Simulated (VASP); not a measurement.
# HfH2 (I4/mmm) in VASP: a series of runs, part 2 of 3

VASP 6.6.1.

### Step 3. Electric field gradients, LDA (zz strain of +1 %)

Input file INCAR:

```
PREC = Accurate ; ENCUT = 520
EDIFF = 1E-8 ; ISMEAR = -1
SIGMA = 0.03 ; LREAL = F
LASPH = T ; NELM = 60
ALGO = Normal ; ISIF = 2
LWAVE = F ; LCHARG = F
LEFG = T ; NBANDS = 13
```

Input file KPOINTS:

```
regular mesh
0
Gamma
  12 12 12
```

Input file POSCAR:

```
HfH2
1.0
   -1.7390000000      1.7390000000      2.2023050000
    1.7390000000     -1.7390000000      2.2023050000
    1.7390000000      1.7390000000     -2.2023050000
Hf H
1 2
Direct
    0.0000000000      0.0000000000      0.0000000000
    0.7500000000      0.2500000000      0.5000000000
    0.2500000000      0.7500000000      0.5000000000
```

Potentials or basis: VASP PAW LDA potentials, release 64 (Hf_pv, H).

Command:

```console
$ cat potpaw_LDA.64/Hf_pv/POTCAR potpaw_LDA.64/H/POTCAR > POTCAR
$ mpirun -np 1 vasp_std > vasp.out
```

OUTCAR:

```text
PREC = Accurate
   ENCUT = 520
   EDIFF = 1E-8
   ISMEAR = -1
   LREAL = F
   LASPH = T
   NELM = 60
   ISIF = 2

 ion  position               nearest neighbor table
   1  0.000  0.000  0.000-   2 2.06   3 2.06   2 2.06   3 2.06   2 2.06   3 2.06   2 2.06   3 2.06

   2  0.750  0.250  0.500-   1 2.06   1 2.06   1 2.06   1 2.06
   3  0.250  0.750  0.500-   1 2.06   1 2.06   1 2.06   1 2.06

  LATTYP: Found a body centered tetragonal cell.
 ALAT       =     3.4780000000
 C/A-ratio  =     1.2664203565

  Lattice vectors:

 A1 = (  -1.7390000000,   1.7390000000,   2.2023050000)
 A2 = (   1.7390000000,  -1.7390000000,   2.2023050000)
 A3 = (   1.7390000000,   1.7390000000,  -2.2023050000)

Analysis of symmetry for initial positions (statically):
=====================================================================
 Subroutine PRICEL returns:
 Original cell was already a primitive cell.

 Routine SETGRP: Setting up the symmetry group for a
 body centered tetragonal supercell.

 Subroutine GETGRP returns: Found 16 space group operations
 (whereof 16 operations were pure point group operations)
 out of a pool of 16 trial point group operations.

The static configuration has the point symmetry D_4h.

Analysis of symmetry for dynamics (positions and initial velocities):
=====================================================================
 Subroutine PRICEL returns:
 Original cell was already a primitive cell.

 Routine SETGRP: Setting up the symmetry group for a
 body centered tetragonal supercell.

 Subroutine GETGRP returns: Found 16 space group operations
 (whereof 16 operations were pure point group operations)
 out of a pool of 16 trial point group operations.

The dynamic configuration has the point symmetry D_4h.

 Subroutine INISYM returns: Found 16 space group operations
 (whereof 16 operations are pure point group operations),
 and found     1 'primitive' translations

----------------------------------------------------------------------------------------

                                     Primitive cell

  volume of cell :      26.6401

  direct lattice vectors                    reciprocal lattice vectors
    -1.739000000  1.739000000  2.202305000     0.000000000  0.287521564  0.227034857
     1.739000000 -1.739000000  2.202305000     0.287521564  0.000000000  0.227034857
     1.739000000  1.739000000 -2.202305000     0.287521564  0.287521564  0.000000000

  length of vectors
     3.301270863  3.301270863  3.301270863     0.366351574  0.366351574  0.406616895

  position of ions in fractional coordinates (direct lattice)
     0.000000000  0.000000000  0.000000000
     0.750000000  0.250000000  0.500000000
     0.250000000  0.750000000  0.500000000

  ion indices of the primitive-cell ions
   primitive index   ion index
                 1           1
                 2           2
                 3           3
[... 91 lines left out ...]
     AMIX     =   0.40;   BMIX     =  1.00
     AMIX_MAG =   1.60;   BMIX_MAG =  1.00
  volume/ion in A,a.u.               =       8.88        59.93
  Fermi-wavevector in a.u.,A,eV,Ry     =   1.254940  2.371493 21.427475  1.574875
  Thomas-Fermi vector in A             =   2.388721
   LORBIT       =      0    0 simple, 1 ext, 2 COOP (PROOUT), +10 PAW based schemes
   GGA     = CA    functional components
   LHFCALC =     F    Hartree Fock is set to
   AEXX    =    0.0000 exact exchange contribution
   IVDW    =     0    specifies the selected vdW correction
   LEPSILON=     F    determine dielectric tensor
   LRPA    =     F    only Hartree local field effects (RPA)
 non-spin polarized calculation
  energy-cutoff  :      520.00
  volume of cell :       26.64
 maximum number of plane-waves:       756
 NGX is ok and might be reduce to    28
   NGX = 13   NGY = 13   NGZ = 13

 number of electron      11.9999999 magnetization

 Free energy of the ion-electron system (eV)
  ---------------------------------------------------
  ext. energy  EPLUGINS =         0.00000000
  ---------------------------------------------------
  free energy    TOTEN  =       -19.43973813 eV

  energy without entropy =      -19.43759314  energy(sigma->0) =      -19.43866563

 E-fermi :   5.1265     XC(G=0): -11.5598

 val. band max:        5.1196012308   @ k =  -0.0833   0.5000   0.0833
 cond. band min:       5.1293045732   @ k =   0.0833  -0.0000   0.0000
 fundamental gap:      0.0097033424
 Fermi energy:         5.1265326191

 k-point     1 :       0.0000    0.0000    0.0000
  band No.  band energies     occupation
      1     -25.6820      2.00000
      2     -25.6820      2.00000
      3     -25.6265      2.00000
      4      -5.9582      2.00000
      5       3.9731      2.00000
      6       4.6551      2.00000
      7       4.6551      2.00000
      8       5.3581      0.00089
      9       7.0067      0.00000
     10       8.2402      0.00000
     11      16.5261      0.00000
     12      16.6723      0.00000
     13      17.0756      0.00000
[... 354 lines left out ...]
  band No.  band energies     occupation
      1     -26.1060      2.00000
      2     -25.8115      2.00000
      3     -25.7273      2.00000
      4      -2.9810      2.00000
      5      -0.2992      2.00000
      6       3.8401      2.00000
      7       6.0358      0.00000
      8       8.0308      0.00000
      9       9.1023      0.00000
     10      11.5447      0.00000
     11      12.6321      0.00000
     12      14.5447      0.00000
     13      16.6503      0.00000

 [... further k-points ...]

------------------------ aborting loop because EDIFF is reached ----------------------------------------

  FORCE on cell =-STRESS in cart. coord.  units (eV):
  Direction    XX          YY          ZZ          XY          YZ          ZX
  --------------------------------------------------------------------------------------
  -------------------------------------------------------------------------------------
  Total       -1.5417134     -1.5417134     -1.7585653      0.0000000     -0.0000000     -0.0000000
  in kB      -92.7208956    -92.7208956   -105.7626828      0.0000000     -0.0000000     -0.0000000
  external PRESSURE =     -97.0681580 kB  Pullay stress =       0.0000000 kB

 VOLUME and BASIS-vectors are now :
 -----------------------------------------------------------------------------
  energy-cutoff  :      520.00
  volume of cell :       26.64
      direct lattice vectors                 reciprocal lattice vectors
    -1.739000000  1.739000000  2.202305000     0.000000000  0.287521564  0.227034857
     1.739000000 -1.739000000  2.202305000     0.287521564  0.000000000  0.227034857
     1.739000000  1.739000000 -2.202305000     0.287521564  0.287521564  0.000000000

 POSITION                                       TOTAL-FORCE (eV/Angst)
 -----------------------------------------------------------------------------------
      0.00000      0.00000      0.00000         0.000000      0.000000      0.000000
     -0.00000      1.73900      1.10115         0.000000      0.000000      0.000000
      1.73900     -0.00000      1.10115        -0.000000     -0.000000     -0.000000
 -----------------------------------------------------------------------------------
    total drift:                               -0.000000     -0.000000      0.000000

  FREE ENERGIE OF THE ION-ELECTRON SYSTEM (eV)
  ---------------------------------------------------
  free  energy   TOTEN  =       -19.4397381269 eV

  energy  without entropy=      -19.4375931407  energy(sigma->0) =      -19.43866563

 Electric field gradients (V/A^2)
---------------------------------------------------------------------
 ion       V_xx      V_yy      V_zz      V_xy      V_xz      V_yz
---------------------------------------------------------------------
   1      12.399    12.399   -24.799    -0.000    -0.000    -0.000
   2       0.023     0.023    -0.047    -0.000    -0.000    -0.000
   3       0.023     0.023    -0.047    -0.000    -0.000    -0.000
---------------------------------------------------------------------

 Electric field gradients after diagonalization (V/A^2)
 (convention: |V_zz| > |V_xx| > |V_yy|)
----------------------------------------------------------------------
 ion       V_xx      V_yy      V_zz     asymmetry (V_yy - V_xx)/ V_zz
----------------------------------------------------------------------
   1      12.400    12.399   -24.799       0.000
   2       0.024     0.023    -0.047       0.015
   3       0.024     0.023    -0.047       0.015
----------------------------------------------------------------------

           NMR quadrupolar parameters

 Cq : quadrupolar parameter    Cq=e*Q*V_zz/h
 eta: asymmetry parameters     (V_yy - V_xx)/ V_zz
 Q  : nuclear electric quadrupole moment in mb (millibarn)
----------------------------------------------------------------------
 ion       Cq(MHz)       eta       Q (mb)
----------------------------------------------------------------------
   1      -0.060       0.000       1.000
   2      -0.000       0.015       1.000
   3      -0.000       0.015       1.000
----------------------------------------------------------------------
```

stdout:

```text
POSCAR found type information on POSCAR HfH
 POSCAR found :  2 types and       3 ions
 scaLAPACK will be used
 LDA part: xc-table for (Slater(with rela. corr.)+CA(PZ))
 , standard interpolation
 POSCAR, INCAR and KPOINTS ok, starting setup
 FFT: planning ... GRIDC
 FFT: planning ... GRID_SOFT
 FFT: planning ... GRID
 WAVECAR not read
 entering main loop
ion   1

ion   2

ion   3
```

It took 29 s on 1 thread of Intel Xeon Platinum 8559C (Emerald Rapids), shared host; peak memory 0.19 GiB.

What came out:

* Free energy: -19.4397 eV
* Pressure: -9.7 GPa
* Band gap on the k mesh: zero (band 6 reaches 5.63 eV, above the bottom of band 7 at 4.66 eV)

Levels at points of the mesh, in eV from the Fermi level:
```tsv
k point	band 3	band 4	band 5	band 6	band 7	band 8	band 9	band 10
(0.00, 0.00, 0.00)	-30.75	-11.08	-1.15	-0.47	-0.47	0.23	1.88	3.11
(0.50, 0.00, 0.00)	-30.81	-8.24	-5.03	-0.75	0.47	3.75	4.68	4.69
(0.50, 0.50, 0.00)	-30.92	-6.53	-5.54	-4.02	3.88	4.12	5.12	6.40
(0.50, 0.50, 0.50)	-31.06	-7.49	-4.28	-3.74	4.47	4.58	4.58	5.68
```

Electric field gradients, principal values (V/Å²):
```csv
atom,least,middle,greatest (by size)
1 Hf,12.399,12.400,-24.799
2 H,0.023,0.024,-0.047
3 H,0.023,0.024,-0.047
```

Caveat: the cell differs from its parent crystal (zz strain of +1 %); without QUAD_EFG the Cq values of the log hold for a quadrupole moment of 1 mb, not for the nuclei; spin-orbit coupling is left out, which moves the levels of the heavy elements.

### Step 4. Electric field gradients, LDA (zz strain of +1 %)

Input file INCAR:

```
SYSTEM = HfH2
  PREC = Accurate
  ENCUT = 520
  EDIFF = 1E-8
  ISMEAR = -1
  SIGMA = 0.03
  LREAL = .FALSE.
  LASPH = .TRUE.
  NELM = 60
  ALGO = Normal
  ISIF = 2
  LWAVE = .FALSE.
  LCHARG = .FALSE.
  GGA = CA
  LEFG = .TRUE.
  NBANDS = 13
```

Input file KPOINTS:

```
Automatic mesh
0
G
  12 12 12
  0 0 0
```

POSCAR is that of step 3.

Potentials or basis: VASP PAW LDA potentials, release 64 (Hf_pv, H).

Command:

```console
$ cat potpaw_LDA.64/Hf_pv/POTCAR potpaw_LDA.64/H/POTCAR > POTCAR
$ mpirun -np 1 vasp_std > vasp.out
```

OUTCAR:

```text
SYSTEM = HfH2
   PREC = Accurate
   ENCUT = 520
   EDIFF = 1E-8
   ISMEAR = -1
   LREAL = .FALSE.
   LASPH = .TRUE.
   NELM = 60
   ISIF = 2
   GGA = CA

 ion  position               nearest neighbor table
   1  0.000  0.000  0.000-   2 2.06   3 2.06   2 2.06   3 2.06   2 2.06   3 2.06   2 2.06   3 2.06

   2  0.750  0.250  0.500-   1 2.06   1 2.06   1 2.06   1 2.06
   3  0.250  0.750  0.500-   1 2.06   1 2.06   1 2.06   1 2.06

  LATTYP: Found a body centered tetragonal cell.
 ALAT       =     3.4780000000
 C/A-ratio  =     1.2664203565

  Lattice vectors:

[... 603 lines left out ...]

  energy  without entropy=      -19.4375931407  energy(sigma->0) =      -19.43866563

 Electric field gradients (V/A^2)
---------------------------------------------------------------------
 ion       V_xx      V_yy      V_zz      V_xy      V_xz      V_yz
---------------------------------------------------------------------
   1      12.399    12.399   -24.799    -0.000    -0.000    -0.000
   2       0.023     0.023    -0.047    -0.000    -0.000    -0.000
   3       0.023     0.023    -0.047    -0.000    -0.000    -0.000
---------------------------------------------------------------------

 Electric field gradients after diagonalization (V/A^2)
 (convention: |V_zz| > |V_xx| > |V_yy|)
----------------------------------------------------------------------
 ion       V_xx      V_yy      V_zz     asymmetry (V_yy - V_xx)/ V_zz
----------------------------------------------------------------------
   1      12.400    12.399   -24.799       0.000
   2       0.024     0.023    -0.047       0.015
   3       0.024     0.023    -0.047       0.015
----------------------------------------------------------------------

           NMR quadrupolar parameters

 Cq : quadrupolar parameter    Cq=e*Q*V_zz/h
 eta: asymmetry parameters     (V_yy - V_xx)/ V_zz
 Q  : nuclear electric quadrupole moment in mb (millibarn)
----------------------------------------------------------------------
 ion       Cq(MHz)       eta       Q (mb)
----------------------------------------------------------------------
   1      -0.060       0.000       1.000
   2      -0.000       0.015       1.000
   3      -0.000       0.015       1.000
----------------------------------------------------------------------
```

OSZICAR:

```text
N       E                     dE             d eps       ncg     rms          rms(c)
DAV:   1     0.143867608412E+02    0.14387E+02   -0.64020E+03  4246   0.854E+02
DAV:   2    -0.197966330425E+02   -0.34183E+02   -0.33000E+02  5213   0.179E+02
DAV:   3    -0.206497425884E+02   -0.85311E+00   -0.84892E+00  5319   0.198E+01
DAV:   4    -0.206533688844E+02   -0.36263E-02   -0.36255E-02  4822   0.158E+00
DAV:   5    -0.206533931232E+02   -0.24239E-04   -0.24238E-04  5382   0.109E-01    0.468E+01
DAV:   6    -0.196673685703E+02    0.98602E+00   -0.63920E-01  4593   0.616E+00    0.297E+01
DAV:   7    -0.194817009933E+02    0.18567E+00   -0.84746E-01  4738   0.683E+00    0.528E+00
DAV:   8    -0.194423799261E+02    0.39321E-01   -0.16364E-01  4468   0.321E+00    0.222E+00
DAV:   9    -0.194398198953E+02    0.25600E-02   -0.93420E-03  4968   0.782E-01    0.586E-01
DAV:  10    -0.194397424134E+02    0.77482E-04   -0.13005E-03  5198   0.254E-01    0.214E-01
DAV:  11    -0.194397398465E+02    0.25668E-05   -0.24484E-05  5056   0.399E-02    0.947E-02
DAV:  12    -0.194397387752E+02    0.10713E-05   -0.12804E-06  5086   0.855E-03    0.437E-02
DAV:  13    -0.194397381224E+02    0.65281E-06   -0.16025E-06  4858   0.986E-03    0.835E-04
DAV:  14    -0.194397381269E+02   -0.44887E-08   -0.54489E-08  5150   0.196E-03
   1 F= -.19439738E+02 E0= -.19438666E+02  d E =-.214499E-02
```

Run time: 28 s. Hardware: 1 thread of Intel Xeon Platinum 8559C (Emerald Rapids), shared host; peak memory 0.19 GiB.

Results:

```yaml
Free_energy: -19.4397 eV
Pressure: -9.7 GPa
Band_gap_on_the_k_mesh: zero (band 6 reaches 5.63 eV, above the bottom of band 7 at 4.66 eV)
```

Levels at points of the mesh, in eV from the Fermi level:
| k point | band 2 | band 3 | band 4 | band 5 | band 6 | band 7 | band 8 | band 9 | band 10 | band 11 |
| --- | --- | --- | --- | --- | --- | --- | --- | --- | --- | --- |
| (0.00, 0.00, 0.00) | -30.81 | -30.75 | -11.08 | -1.15 | -0.47 | -0.47 | 0.23 | 1.88 | 3.11 | 11.40 |
| (0.50, 0.00, 0.00) | -30.92 | -30.81 | -8.24 | -5.03 | -0.75 | 0.47 | 3.75 | 4.68 | 4.69 | 6.13 |
| (0.50, 0.50, 0.00) | -30.96 | -30.92 | -6.53 | -5.54 | -4.02 | 3.88 | 4.12 | 5.12 | 6.40 | 6.92 |
| (0.50, 0.50, 0.50) | -31.06 | -31.06 | -7.49 | -4.28 | -3.74 | 4.47 | 4.58 | 4.58 | 5.68 | 5.68 |

Electric field gradients, principal values (V/Å²):
```csv
atom,least,middle,greatest (by size)
1 Hf,12.399,12.400,-24.799
2 H,0.023,0.024,-0.047
3 H,0.023,0.024,-0.047
```

Caveat: the cell differs from its parent crystal (zz strain of +1 %); without QUAD_EFG the Cq values of the log hold for a quadrupole moment of 1 mb, not for the nuclei; spin-orbit coupling is left out, which moves the levels of the heavy elements.

(Continued in part 3 of 3.)
